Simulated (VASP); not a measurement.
# HC13 in VASP: notebook

The runs below take HC13 through single point, with PBEsol.

Program: VASP 6.6.1. These are calculated values, not measurements. Logs are shortened: lines on timing, memory, paths and dates and some standing lists are left out, and cuts for length are marked.

### 1 The cell of the first run

The cell holds a slab with vacuum, 14 atoms: a = 2.513 Å, b = 3.554 Å, c = 26.382 Å, α = 90.00°, β = 90.00°, γ = 90.00°.

### 2 Single point, PBEsol, collinear spin

Contents of INCAR:

```
ALGO = Normal
DIPOL = 0.5 0.5 0.467
EDIFF = 1E-6
ENCUT = 520
GGA = PS
IDIPOL = 3
ISIF = 2
ISMEAR = 0
ISPIN = 2
LASPH = T
LCHARG = F
LDIPOL = T
LORBIT = 11
LREAL = F
LWAVE = F
MAGMOM = 0 0 0 0 0 0 0 0 0 0 0 0 1 0
NBANDS = 44
NELM = 150
PREC = Accurate
SIGMA = 0.05
```

Contents of KPOINTS:

```
k-points
0
Gamma
  11 8 1
```

Contents of POSCAR:

```
HC13
1.0
    2.5129226041      0.0000000000      0.0000000000
    0.0000000000      3.5538092279      0.0000000000
    0.0000000000      0.0000000000     26.3823065103
C H
13 1
Direct
    0.5000000000      0.0000000000      0.3221856283
    0.0000000000      0.2500000000      0.3221856283
    0.0000000000      0.5000000000      0.3698107782
    0.5000000000      0.7500000000      0.3698107782
    0.5000000000      0.0000000000      0.4174359281
    0.0000000000      0.2500000000      0.4174359281
    0.0000000000      0.5005554561      0.4649092427
    0.5000000000      0.7488862586      0.4651612199
    0.5000000000     -0.0007938639      0.5129651862
    0.0000000000      0.2515177500      0.5119423114
    0.0000000000      0.4859542014      0.5623457115
    0.5000000000      0.7651972810      0.5625374323
    0.0000000000      0.1475377385      0.5969440958
    0.0000000000      0.1597520469      0.6385498659
```

Potentials or basis: VASP PAW PBE potentials, release 64 (C, H).

Command:

```bash
$ cat potpaw_PBE.64/C/POTCAR potpaw_PBE.64/H/POTCAR > POTCAR
$ mpirun -np 1 vasp_std > vasp.out
```

OUTCAR:

```text
EDIFF = 1E-6
   ENCUT = 520
   GGA = PS
   ISIF = 2
   ISMEAR = 0
   ISPIN = 2
   LASPH = T
   LORBIT = 11
   LREAL = F
   NELM = 150
   PREC = Accurate

 ion  position               nearest neighbor table
   1  0.500  0.000  0.322-   2 1.54   2 1.54   4 1.54
   2  0.000  0.250  0.322-   1 1.54   1 1.54   3 1.54
   3  0.000  0.500  0.370-   4 1.54   4 1.54   6 1.54   2 1.54
   4  0.500  0.750  0.370-   3 1.54   3 1.54   5 1.54   1 1.54
   5  0.500  0.000  0.417-   6 1.54   6 1.54   4 1.54   8 1.54
   6  0.000  0.250  0.417-   7 1.54   5 1.54   5 1.54   3 1.54
   7  0.000  0.501  0.465-  10 1.52   8 1.54   8 1.54   6 1.54
   8  0.500  0.749  0.465-   7 1.54   7 1.54   5 1.54   9 1.54
   9  0.500  0.999  0.513-   8 1.54  10 1.54  10 1.54  12 1.55
  10  0.000  0.252  0.512-   7 1.52   9 1.54   9 1.54  11 1.57
  11  0.000  0.486  0.562-  13 1.51  10 1.57  12 1.60  12 1.60
  12  0.500  0.765  0.563-   9 1.55  11 1.60  11 1.60  13 2.06  13 2.06
  13  0.000  0.148  0.597-  14 1.10  11 1.51  12 2.06  12 2.06
  14  0.000  0.160  0.639-  13 1.10

  LATTYP: Found a simple orthorhombic cell.
 ALAT       =     2.5129226041
 B/A-ratio  =     1.4142135624
 C/A-ratio  =    10.4986546212

  Lattice vectors:

 A1 = (   2.5129226041,   0.0000000000,   0.0000000000)
 A2 = (   0.0000000000,   3.5538092279,   0.0000000000)
 A3 = (   0.0000000000,   0.0000000000,  26.3823065103)

Analysis of symmetry for initial positions (statically):
=====================================================================
 Subroutine PRICEL returns:
 Original cell was already a primitive cell.

 Routine SETGRP: Setting up the symmetry group for a
 simple orthorhombic supercell.

 Subroutine GETGRP returns: Found  2 space group operations
 (whereof  2 operations were pure point group operations)
 out of a pool of  8 trial point group operations.

The static configuration has the point symmetry C_1h.

Analysis of symmetry for dynamics (positions and initial velocities):
=====================================================================
 Subroutine PRICEL returns:
 Original cell was already a primitive cell.

 Routine SETGRP: Setting up the symmetry group for a
 simple orthorhombic supercell.

 Subroutine GETGRP returns: Found  2 space group operations
 (whereof  2 operations were pure point group operations)
 out of a pool of  8 trial point group operations.

The dynamic configuration has the point symmetry C_1h.

Analysis of structural, dynamic, and magnetic symmetry:
=====================================================================
 Subroutine PRICEL returns:
 Original cell was already a primitive cell.

 Routine SETGRP: Setting up the symmetry group for a
 simple orthorhombic supercell.

 Subroutine GETGRP returns: Found  2 space group operations
 (whereof  2 operations were pure point group operations)
 out of a pool of  8 trial point group operations.

The overall configuration has the point symmetry C_1h.

 Subroutine INISYM returns: Found  2 space group operations
 (whereof  2 operations are pure point group operations),
 and found     1 'primitive' translations

----------------------------------------------------------------------------------------

                                     Primitive cell

  volume of cell :     235.6058

  direct lattice vectors                    reciprocal lattice vectors
     2.512922604  0.000000000  0.000000000     0.397943016  0.000000000  0.000000000
     0.000000000  3.553809228  0.000000000     0.000000000  0.281388205  0.000000000
     0.000000000  0.000000000 26.382306510     0.000000000  0.000000000  0.037904192

  length of vectors
     2.512922604  3.553809228 26.382306510     0.397943016  0.281388205  0.037904192

  position of ions in fractional coordinates (direct lattice)
     0.500000000  0.000000000  0.322185628
     0.000000000  0.250000000  0.322185628
     0.000000000  0.500000000  0.369810778
     0.500000000  0.750000000  0.369810778
     0.500000000  0.000000000  0.417435928
     0.000000000  0.250000000  0.417435928
     0.000000000  0.500555456  0.464909243
     0.500000000  0.748886259  0.465161220
     0.500000000  0.999206136  0.512965186
     0.000000000  0.251517750  0.511942311
     0.000000000  0.485954201  0.562345712
[... 107 lines left out ...]
   ISMEAR =     0;   SIGMA  =   0.05  broadening in eV -4-tet -1-fermi 0-gaus
   EFERMI_NEDOS =   21; number of points for ismear=-14 and -15
   IALGO  =     38    algorithm
   IMIX   =      4    mixing-type and parameters
     AMIX     =   0.40;   BMIX     =  1.00
     AMIX_MAG =   1.60;   BMIX_MAG =  1.00
  volume/ion in A,a.u.               =      16.83       113.57
  Fermi-wavevector in a.u.,A,eV,Ry     =   0.995646  1.881497 13.487594  0.991310
  Thomas-Fermi vector in A             =   2.127680
   LORBIT       =     11    0 simple, 1 ext, 2 COOP (PROOUT), +10 PAW based schemes
   GGA     = PS    functional components
   LHFCALC =     F    Hartree Fock is set to
   AEXX    =    0.0000 exact exchange contribution
   IVDW    =     0    specifies the selected vdW correction
   LEPSILON=     F    determine dielectric tensor
   LRPA    =     F    only Hartree local field effects (RPA)
 spin polarized calculation
 Gauss-broadening in eV      SIGMA  =   0.05
  energy-cutoff  :      520.00
  volume of cell :      235.61
 maximum number of plane-waves:      6391
 NGX is ok and might be reduce to    20
   NGX =  9   NGY = 13   NGZ = 99

 dipolmoment           0.000000      0.000000      0.246211 electrons x Angstroem

 number of electron      53.0000003 magnetization      -0.0000410

 number of electron      53.0000003 magnetization       0.0000110

 dipolmoment           0.000000      0.000000     -0.150510 electrons x Angstroem

 Free energy of the ion-electron system (eV)
  ---------------------------------------------------
  ext. energy  EPLUGINS =         0.00000000
  ---------------------------------------------------
  free energy    TOTEN  =      -120.22501760 eV

  energy without entropy =     -120.22202460  energy(sigma->0) =     -120.22352110

 E-fermi :   0.1814     XC(G=0):  -5.1009

 val. band max:        0.1798379745   @ k =   0.4545   0.3750   0.0000
 cond. band min:       0.1983201034   @ k =   0.1818   0.5000   0.0000
 fundamental gap:      0.0184821289
 Fermi energy:         0.1813682918

 spin component 1

 k-point     1 :       0.0000    0.0000    0.0000
  band No.  band energies     occupation
      1     -21.6182      1.00000
      2     -20.2817      1.00000
      3     -18.4285      1.00000
      4     -16.0708      1.00000
      5     -13.8351      1.00000
      6     -12.9610      1.00000
[... 973 lines left out ...]
     37       8.7800      0.00000
     38       9.0312      0.00000

 [... further k-points ...]

 spin component 2

 k-point     1 :       0.0000    0.0000    0.0000
  band No.  band energies     occupation
      1     -21.6182      1.00000
      2     -20.2817      1.00000
      3     -18.4285      1.00000
      4     -16.0708      1.00000
      5     -13.8351      1.00000
      6     -12.9610      1.00000
[... 973 lines left out ...]
     37       8.7799      0.00000
     38       9.0310      0.00000

 [... further k-points ...]

 [bands above 38 left out]

------------------------ aborting loop because EDIFF is reached ----------------------------------------

 vacuum level on the upper side and lower side of the slab       (xc-potential included)        -1.562         1.411

  FORCE on cell =-STRESS in cart. coord.  units (eV):
  Direction    XX          YY          ZZ          XY          YZ          ZX
  --------------------------------------------------------------------------------------
  -------------------------------------------------------------------------------------
  Total       -7.0161142     -8.7532212     -2.5583574      0.0000000      0.0067192      0.0000000
  in kB      -47.7112994    -59.5240541    -17.3974587      0.0000000      0.0456924      0.0000000
  external PRESSURE =     -41.5442707 kB  Pullay stress =       0.0000000 kB

 VOLUME and BASIS-vectors are now :
 -----------------------------------------------------------------------------
  energy-cutoff  :      520.00
  volume of cell :      235.61
      direct lattice vectors                 reciprocal lattice vectors
     2.512922604  0.000000000  0.000000000     0.397943016  0.000000000  0.000000000
     0.000000000  3.553809228  0.000000000     0.000000000  0.281388205  0.000000000
     0.000000000  0.000000000 26.382306510     0.000000000  0.000000000  0.037904192

 POSITION                                       TOTAL-FORCE (eV/Angst)
 -----------------------------------------------------------------------------------
      1.25646      0.00000      8.50000         0.000000      4.355116      1.122101
      0.00000      0.88845      8.50000         0.000000     -4.352798      1.130101
      0.00000      1.77690      9.75646         0.000000      1.116811     -1.156694
      1.25646      2.66536      9.75646         0.000000     -1.133572     -1.119884
      1.25646      0.00000     11.01292         0.000000      0.408214      0.086346
      0.00000      0.88845     11.01292         0.000000     -0.395630     -0.122427
      0.00000      1.77888     12.26538         0.000000      0.014855      0.002388
      1.25646      2.66140     12.27203         0.000000     -0.012076     -0.008061
      1.25646      3.55099     13.53320         0.000000     -0.000812     -0.026139
      0.00000      0.89385     13.50622         0.000000     -0.010671      0.015200
      0.00000      1.72699     14.83598         0.000000      0.052029      0.003230
      1.25646      2.71937     14.84103         0.000000     -0.009144      0.037977
      0.00000      0.52432     15.74876         0.000000     -0.037224      0.001164
      0.00000      0.56773     16.84642         0.000000      0.004902      0.034698
 -----------------------------------------------------------------------------------
    total drift:                                0.000000      0.000035     -0.000080

  FREE ENERGIE OF THE ION-ELECTRON SYSTEM (eV)
  ---------------------------------------------------
  free  energy   TOTEN  =      -120.2250176019 eV

  energy  without entropy=     -120.2220245984  energy(sigma->0) =     -120.22352110

 vacuum level on the upper side and lower side of the slab         3.178         6.206

 total charge

# of ion       s       p       d       tot
------------------------------------------
    1        0.832   1.581   0.000   2.412
    2        0.832   1.580   0.000   2.412
    3        0.829   1.719   0.000   2.548
    4        0.829   1.719   0.000   2.547
    5        0.828   1.746   0.000   2.574
    6        0.829   1.749   0.000   2.577
    7        0.829   1.760   0.000   2.589
    8        0.827   1.746   0.000   2.573
    9        0.826   1.733   0.000   2.559
   10        0.833   1.731   0.000   2.564
   11        0.833   1.659   0.000   2.492
   12        0.814   1.523   0.000   2.337
   13        0.881   1.480   0.000   2.360
   14        0.625   0.047   0.000   0.671
--------------------------------------------------
tot         11.445  21.772   0.000  33.217

 magnetization (x)

# of ion       s       p       d       tot
------------------------------------------
    1        0.000   0.000   0.000   0.000
    2        0.000   0.000   0.000   0.000
    3        0.000   0.000   0.000   0.000
    4        0.000   0.000   0.000   0.000
    5        0.000  -0.000   0.000  -0.000
    6        0.000   0.000   0.000   0.000
    7        0.000  -0.000   0.000  -0.000
    8        0.000  -0.000   0.000   0.000
    9        0.000  -0.000   0.000  -0.000
   10        0.000   0.000   0.000   0.000
   11        0.000   0.000   0.000   0.000
   12       -0.000  -0.000   0.000  -0.000
   13        0.000   0.000   0.000   0.000
   14        0.000   0.000   0.000   0.000
--------------------------------------------------
tot          0.000   0.000   0.000   0.000
```

Run time: 26 min. Hardware: 1 thread of AMD EPYC 7R43 (Zen 3), shared host; peak memory 0.63 GiB.

Results:

```yaml
Free_energy: -120.2250 eV
Largest_force: 4.497 eV/Å
Net_moment: 0.00 μB per cell
Valence_electrons_inside_the_program's_atomic_spheres: C 2.41, 2.55, 2.57, 2.58, 2.59, 2.56, 2.49, 2.34, 2.36; H 0.67
```

Forces on the atoms (eV/Å):
```
C    0.000  4.355  1.122
C    0.000 -4.353  1.130
C    0.000  1.117 -1.157
C    0.000 -1.134 -1.120
C    0.000  0.408  0.086
C    0.000 -0.396 -0.122
C    0.000  0.015  0.002
C    0.000 -0.012 -0.008
C    0.000 -0.001 -0.026
C    0.000 -0.011  0.015
C    0.000  0.052  0.003
C    0.000 -0.009  0.038
C    0.000 -0.037  0.001
H    0.000  0.005  0.035
```

Caveat: the PAW data sets were made with another functional, which shifts forces and pressure a little.

(Continued in part 2 of 2.)
